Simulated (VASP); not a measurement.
# WS2 (Cm) in VASP: single point with PBE+D3(BJ)

Aim: the single point of WS2 with PBE+D3(BJ).

Program: VASP 6.6.1. These are calculated values, not measurements. Logs are shortened: lines on timing, memory, paths and dates and some standing lists are left out, and cuts for length are marked.

### Step 1. The cell of the first run

The structure is monoclinic, space group Cm (No. 8). The conventional cell has a = 5.468 Å, b = 3.157 Å, c = 18.324 Å, α = 90.00°, β = 98.58°, γ = 90.00°. W (site symmetry m) has 6 S at 2.41 Å and 6 W at 3.16 Å within 3.2 Å. W (site symmetry m) has 6 S at 2.41 Å and 6 W at 3.16 Å within 3.2 Å. Within 3.2 Å of W (site symmetry m) lie 6 S at 2.41 Å and 6 W at 3.16 Å. Within 3.2 Å of S (site symmetry m) lie 3 W at 2.41 Å and 7 S at 3.15 to 3.16 Å. S (site symmetry m) has 3 W at 2.41 Å and 8 S at 3.03 to 3.16 Å within 3.2 Å. S (site symmetry m) has 3 W at 2.41 Å and 7 S at 3.15 to 3.16 Å within 3.2 Å. Within 3.2 Å of S (site symmetry m) lie 3 W at 2.41 Å and 7 S at 3.15 to 3.16 Å. Within 3.2 Å of S (site symmetry m) lie 3 W at 2.41 Å and 7 S at 3.15 to 3.16 Å.

### Step 2. Single point, PBE+D3(BJ)

Contents of INCAR:

```
PREC = Accurate
ENCUT = 520
EDIFF = 1E-6
ISMEAR = 0
SIGMA = 0.05
LREAL = False
LASPH = True
NELM = 80
ALGO = Normal
ISIF = 2
LWAVE = False
LCHARG = False
GGA = PE
IVDW = 12
NBANDS = 49
ISYM = 0
```

Contents of KPOINTS:

```
regular mesh
0
Gamma
  10 10 2
```

Contents of POSCAR:

```
WS2
1.0
   -1.5785988150     -2.7342133524      0.0000000000
    1.5785988150     -2.7342133524      0.0000000000
    0.7892994075     -1.3671066762     18.1187268322
W S
3 6
Direct
    1.0000000000      0.5833029790      0.8333940419
    0.3333333333      0.2499696457      0.1667273752
    0.6666666667      0.4166363124      0.5000607086
    1.0000000000      0.7065841749      0.5868316502
    0.3333333333     -0.1267491584      0.9201649835
    0.6666666667      0.5399175082      0.2534983168
    1.0000000000      0.7933878460      0.4132243079
    0.3333333333     -0.0399454873      0.7465576413
    0.6666666667      0.6267211794      0.0798909746
```

Potentials or basis: VASP PAW PBE potentials, release 64 (W_sv, S).

Launch:

```bash
> cat potpaw_PBE.64/W_sv/POTCAR potpaw_PBE.64/S/POTCAR > POTCAR
> mpirun -np 1 vasp_std > vasp.out
```

OUTCAR:

```text
PREC = Accurate
   ENCUT = 520
   EDIFF = 1E-6
   ISMEAR = 0
   LREAL = False
   LASPH = True
   NELM = 80
   ISIF = 2
   GGA = PE
   IVDW = 12
   ISYM = 0
 IVDW          = 12

 ion  position               nearest neighbor table
   1  0.000  0.583  0.833-   5 2.41   5 2.41   5 2.41   8 2.41   8 2.41   8 2.41
   2  0.333  0.250  0.167-   6 2.41   6 2.41   6 2.41   9 2.41   9 2.41   9 2.41
   3  0.667  0.417  0.500-   4 2.41   4 2.41   4 2.41   7 2.41   7 2.41   7 2.41
   4  0.000  0.707  0.587-   3 2.41   3 2.41   3 2.41
   5  0.333  0.873  0.920-   1 2.41   1 2.41   1 2.41
   6  0.667  0.540  0.253-   2 2.41   2 2.41   2 2.41
   7  0.000  0.793  0.413-   3 2.41   3 2.41   3 2.41
   8  0.333  0.960  0.747-   1 2.41   1 2.41   1 2.41
   9  0.667  0.627  0.080-   2 2.41   2 2.41   2 2.41

IMPORTANT INFORMATION: All symmetrisations will be switched off!
NOSYMM: (Re-)initialisation of all symmetry stuff for point group C_1.

----------------------------------------------------------------------------------------

                                     Primitive cell

  volume of cell :     156.4090

  direct lattice vectors                    reciprocal lattice vectors
    -1.578598815 -2.734213352  0.000000000    -0.316736586 -0.182867953  0.000000000
     1.578598815 -2.734213352  0.000000000     0.316736586 -0.182867953 -0.027595758
     0.789299408 -1.367106676 18.118726832     0.000000000  0.000000000  0.055191516

  length of vectors
     3.157197630  3.157197630 18.187364741     0.365735907  0.366775516  0.055191516

  position of ions in fractional coordinates (direct lattice)
     1.000000000  0.583302979  0.833394042
     0.333333333  0.249969646  0.166727375
     0.666666667  0.416636312  0.500060709
     1.000000000  0.706584175  0.586831650
     0.333333333  0.873250842  0.920164984
     0.666666667  0.539917508  0.253498317
     1.000000000  0.793387846  0.413224308
     0.333333333  0.960054513  0.746557641
     0.666666667  0.626721179  0.079890975

  ion indices of the primitive-cell ions
   primitive index   ion index
                 1           1
                 2           2
                 3           3
                 4           4
                 5           5
                 6           6
                 7           7
                 8           8
                 9           9

----------------------------------------------------------------------------------------

 KPOINTS: regular mesh

Automatic generation of k-mesh.
 Grid dimensions read from file:
 generate k-points for:   10   10    2

 Generating k-lattice:

  Cartesian coordinates                     Fractional coordinates (reciprocal lattice)
    -0.031673659 -0.018286795  0.000000000     0.100000000 -0.000000000 -0.000000000
     0.031673659 -0.018286795 -0.002759576    -0.000000000  0.100000000  0.000000000
     0.000000000  0.000000000  0.027595758     0.000000000  0.000000000  0.500000000

  Length of vectors
     0.036573591  0.036677552  0.027595758

  Shift w.r.t. Gamma in fractional coordinates (k-lattice)
     0.000000000  0.000000000  0.000000000

 -----------------------------------------------------------------------------
|                                                                             |
|           W    W    AA    RRRRR   N    N  II  N    N   GGGG   !!!           |
|           W    W   A  A   R    R  NN   N  II  NN   N  G    G  !!!           |
|           W    W  A    A  R    R  N N  N  II  N N  N  G       !!!           |
|           W WW W  AAAAAA  RRRRR   N  N N  II  N  N N  G  GGG   !            |
|           WW  WW  A    A  R   R   N   NN  II  N   NN  G    G                |
|           W    W  A    A  R    R  N    N  II  N    N   GGGG   !!!           |
|                                                                             |
|     Your reciprocal lattice and k-lattice belong to different lattice       |
|     classes:                                                                |
|                                                                             |
|        The reciprocal lattice is body-centered orthorhombic,                |
|        whereas your k-lattice is base-centered monoclinic.                  |
|                                                                             |
|     Results are often still useful ...                                      |
|                                                                             |
 -----------------------------------------------------------------------------

 WARNING: IBZKPT: internal override: KBLOWUP is changed to .FALSE.
      ... skipping the blow-up phase ...

 Subroutine IBZKPT returns following result:
 ===========================================

 Found    104 irreducible k-points:

 Following reciprocal coordinates:
            Coordinates               Weight
  0.000000  0.000000  0.000000      1.000000
  0.100000  0.000000  0.000000      2.000000
  0.200000  0.000000  0.000000      2.000000
  0.300000  0.000000  0.000000      2.000000
  0.400000  0.000000  0.000000      2.000000
  0.500000  0.000000  0.000000      1.000000
[... 16 lines left out ...]
 -0.400000  0.200000  0.000000      2.000000
 -0.300000  0.200000  0.000000      2.000000
 [... further k-points ...]
   k-points           NKPTS =    104   k-points in BZ     NKDIM =    104   number of bands    NBANDS=     49
   number of dos      NEDOS =    301   number of ions     NIONS =      9
   total plane-waves  NPLWV =  80640
   dimension x,y,z NGX =    24 NGY =   24 NGZ =  140
   dimension x,y,z NGXF=    48 NGYF=   48 NGZF=  280
   ions per type =               3   6
   NGX,Y,Z   is equivalent  to a cutoff of  12.64, 12.64, 12.80 a.u.
   NGXF,Y,Z  is equivalent  to a cutoff of  25.27, 25.27, 25.59 a.u.
 SYSTEM =  unknown system
   PREC   = accura    normal or accurate (medium, high low for compatibility)
   ISTART =      0    job   : 0-new  1-cont  2-samecut
   ICHARG =      2    charge: 1-file 2-atom 10-const
   ISPIN  =      1    spin polarized calculation?
   LNONCOLLINEAR =      F non collinear calculations
   LSORBIT =      F    spin-orbit coupling
   LASPH  =      T    aspherical Exc in radial PAW
   ENCUT  =  520.0 eV  38.22 Ry    6.18 a.u.   5.87  5.87 33.82*2*pi/ulx,y,z
   NELM   =     80;   NELMIN=  2; NELMDL= -5     # of ELM steps
   EDIFF  = 0.1E-05   stopping-criterion for ELM
   LREAL  =      F    real-space projection
   EDIFFG = 0.1E-04   stopping-criterion for IOM
   NSW    =      0    number of steps for IOM
   IBRION =     -1    ionic relax: 0-MD 1-quasi-New 2-CG
   NFREE  =      0    steps in history (QN), initial steepest desc. (CG)
   ISIF   =      2    stress and relaxation
   ISYM   =      0    0-nonsym 1-usesym 2-fastsym
   POTIM  = 0.5000    time-step for ionic-motion
   TEBEG  =    0.0;   TEEND  =   0.0 temperature during run
   PSTRESS=    0.0 pullay stress
   NELECT =      78.0000    total number of electrons
   NUPDOWN=      -1.0000    fix difference up-down
   EMIN   =  10.00;   EMAX   =-10.00  energy-range for DOS
   EFERMI =   0.00;   METHOD = LEGACY
   ISMEAR =     0;   SIGMA  =   0.05  broadening in eV -4-tet -1-fermi 0-gaus
   EFERMI_NEDOS =   21; number of points for ismear=-14 and -15
   IALGO  =     38    algorithm
   IMIX   =      4    mixing-type and parameters
     AMIX     =   0.40;   BMIX     =  1.00
     AMIX_MAG =   1.60;   BMIX_MAG =  1.00
  volume/ion in A,a.u.               =      17.38       117.28
  Fermi-wavevector in a.u.,A,eV,Ry     =   1.298232  2.453303 22.931356  1.685407
  Thomas-Fermi vector in A             =   2.429574
   LORBIT       =      0    0 simple, 1 ext, 2 COOP (PROOUT), +10 PAW based schemes
   GGA     = PE    functional components
   LHFCALC =     F    Hartree Fock is set to
   AEXX    =    0.0000 exact exchange contribution
   IVDW    =    12    specifies the selected vdW correction
   LEPSILON=     F    determine dielectric tensor
   LRPA    =     F    only Hartree local field effects (RPA)
 non-spin polarized calculation
 Gauss-broadening in eV      SIGMA  =   0.05
  energy-cutoff  :      520.00
  volume of cell :      156.41
 maximum number of plane-waves:      4240
   NGX = 11   NGY = 11   NGZ = 67

 number of electron      77.9999990 magnetization

 Free energy of the ion-electron system (eV)
  ---------------------------------------------------
  ext. energy  EPLUGINS =         0.00000000
  ---------------------------------------------------
  free energy    TOTEN  =       -70.65324853 eV

  energy without entropy =      -70.65324853  energy(sigma->0) =      -70.65324853

 E-fermi :   8.1330     XC(G=0): -11.0940

 val. band max:        7.8783712248   @ k =   0.0000   0.0000   0.5000
 cond. band min:       8.7908263265   @ k =  -0.2000   0.2000   0.0000
 fundamental gap:      0.9124551018
 Fermi energy:         8.1330325883

 k-point     1 :       0.0000    0.0000    0.0000
  band No.  band energies     occupation
      1     -66.9032      2.00000
      2     -66.8637      2.00000
      3     -66.8338      2.00000
      4     -31.1645      2.00000
      5     -31.1219      2.00000
      6     -31.0948      2.00000
[... 41 lines left out ...]
     48      10.1810      0.00000
     49      10.2609      0.00000

 k-point     2 :       0.1000    0.0000    0.0000
  band No.  band energies     occupation
      1     -66.9014      2.00000
      2     -66.8619      2.00000
      3     -66.8320      2.00000
      4     -31.1581      2.00000
      5     -31.1156      2.00000
      6     -31.0885      2.00000
[... 41 lines left out ...]
     48      10.1350      0.00000
     49      10.3432      0.00000

 k-point     3 :       0.2000    0.0000    0.0000
  band No.  band energies     occupation
      1     -66.8967      2.00000
      2     -66.8572      2.00000
      3     -66.8273      2.00000
      4     -31.1415      2.00000
      5     -31.1099      2.00000
      6     -31.0989      2.00000
[... 1081 lines left out ...]
     48      11.1192      0.00000
     49      12.1269      0.00000

 k-point    24 :      -0.3000    0.2000    0.0000
  band No.  band energies     occupation
      1     -66.8845      2.00000
      2     -66.8450      2.00000
      3     -66.8150      2.00000
      4     -31.2855      2.00000
      5     -31.2466      2.00000
      6     -31.2150      2.00000
[... 41 lines left out ...]
     48      10.8927      0.00000
     49      12.0579      0.00000

 [... further k-points ...]

------------------------ aborting loop because EDIFF is reached ----------------------------------------

 Edisp (eV)   -3.93010

 E8    (eV) :    -1.6519

  FORCE on cell =-STRESS in cart. coord.  units (eV):
  Direction    XX          YY          ZZ          XY          YZ          ZX
  --------------------------------------------------------------------------------------
  -------------------------------------------------------------------------------------
  Total       0.05283    -0.07052     1.06042     0.10685    -0.39620    -0.68603
  in kB       0.54115    -0.72239    10.86246     1.09455    -4.05848    -7.02734
  external pressure =        3.56 kB  Pullay stress =        0.00 kB

 VOLUME and BASIS-vectors are now :
 -----------------------------------------------------------------------------
  energy-cutoff  :      520.00
  volume of cell :      156.41
      direct lattice vectors                 reciprocal lattice vectors
    -1.578598815 -2.734213352  0.000000000    -0.316736586 -0.182867953  0.000000000
     1.578598815 -2.734213352  0.000000000     0.316736586 -0.182867953 -0.027595758
     0.789299408 -1.367106676 18.118726832     0.000000000  0.000000000  0.055191516

 POSITION                                       TOTAL-FORCE (eV/Angst)
 -----------------------------------------------------------------------------------
      1.57860     -2.73421     15.10004         0.034069      0.019676     -0.052918
      0.00000     -1.82281      3.02089        -0.027210     -0.015713      0.024747
      0.00000     -3.64562      9.06046        -0.000069     -0.000039      0.003987
      1.57860     -2.73421     10.63264        -0.000140     -0.000022     -0.002271
      1.57860     -4.55702     16.67222         0.177954      0.102766     -0.266876
     -0.00000     -3.64562      4.59307        -0.002495     -0.001409      0.010437
      1.57860     -2.73421      7.48710         0.000017     -0.000051     -0.002083
      1.57860     -4.55702     13.52667        -0.004878     -0.002846     -0.003495
     -0.00000     -3.64562      1.44752        -0.177247     -0.102362      0.288472
 -----------------------------------------------------------------------------------
    total drift:                               -0.000246     -0.000138     -0.000013

  FREE ENERGIE OF THE ION-ELECTRON SYSTEM (eV)
  ---------------------------------------------------
  free  energy   TOTEN  =       -74.5833447176 eV

  energy  without entropy=      -74.5833447176  energy(sigma->0) =      -74.58334472
```

Wall time 23 min (1 thread of Oxide Virtual Turin-like, shared host); peak memory 0.64 GiB.

What came out:

* Free energy: -74.5833 eV
* Pressure: 0.4 GPa
* Largest force: 0.354 eV/Å
* Band gap on the k mesh: 0.91 eV (least direct gap 2.08 eV)
* Dispersion energy per atom: -0.437 eV

Forces in eV/Å, atoms in the order of the input:
```
W    0.034  0.020 -0.053
W   -0.027 -0.016  0.025
W    0.000  0.000  0.004
S    0.000  0.000 -0.002
S    0.178  0.103 -0.267
S   -0.002 -0.001  0.010
S    0.000  0.000 -0.002
S   -0.005 -0.003 -0.003
S   -0.177 -0.102  0.288
```

Levels at points of the mesh, in eV from the valence-band top:
```
           k point  band 35  band 36  band 37  band 38  band 39  band 40  band 41  band 42  band 43  band 44
(0.00, 0.00, 0.00)    -2.31    -1.44    -1.40    -0.19    -0.11     2.08     2.09     2.12     2.15     2.16
(0.50, 0.00, 0.00)    -2.06    -1.88    -1.85    -1.74    -1.55     2.16     2.20     2.25     2.52     2.57
(0.00, 0.50, 0.00)    -2.03    -1.93    -1.89    -1.70    -1.48     2.16     2.20     2.24     2.39     2.59
(0.50, 0.50, 0.00)    -2.03    -1.93    -1.83    -1.73    -1.48     2.16     2.21     2.24     2.41     2.58
(0.00, 0.00, 0.50)    -2.31    -2.31    -0.65    -0.57     0.00     2.08     2.10     2.13     2.14     2.16
(0.50, 0.00, 0.50)    -1.97    -1.93    -1.90    -1.70    -1.56     2.16     2.21     2.24     2.47     2.63
(0.00, 0.50, 0.50)    -2.03    -1.93    -1.83    -1.73    -1.48     2.16     2.21     2.24     2.41     2.58
(0.50, 0.50, 0.50)    -2.03    -1.93    -1.89    -1.70    -1.48     2.16     2.20     2.24     2.39     2.59
```

Caveat: spin-orbit coupling is left out, which moves the levels of the heavy elements.
